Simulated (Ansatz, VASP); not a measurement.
# Two plane-wave programs on CuO

```
Cu O
1.0
     3.22090    0.00000    0.00000
    -1.61045    2.78938    0.00000
     0.00000    0.00000    5.27510
Cu O
2 2
Cartesian
  1.6105 0.9298 0.0000
  0.0000 1.8596 2.6375
  1.6105 0.9298 3.2980
  0.0000 1.8596 0.6604
```

Alike in both runs: task single point; functional PBE; k mesh 9 × 9 × 5; occupations fermi-dirac, width 0.05 eV; no spin polarisation.

```csv
,VASP,Ansatz
version,VASP 6.6.1,Ansatz 0.2.0
potentials or method,"VASP PAW PBE potentials, release 64 (Cu, O)",Ansatz PAW
plane-wave cutoff (eV),520,420
valence electrons in the cell,34,50
```

|  | VASP | Ansatz | Ansatz less VASP |
| --- | --- | --- | --- |
| gap on the k mesh at the Fermi level (eV) | none | none | - |
| pressure (GPa) | -2.0 | -2.5 | -0.54 |
| traceless stress, the component that is largest in VASP (GPa) | 1.25 | 1.30 | +0.046 |
| rms of the force components (eV/Å) | 0.057 | 0.059 | +0.0014 |

Atom by atom the forces differ by 0.001 eV/Å (rms over components). A gap of «none» marks a metal or a gap that the smearing closes. VASP's potentials hold 34 valence electrons a cell and Ansatz's 50, so a difference there can come from the potentials and not from the codes.
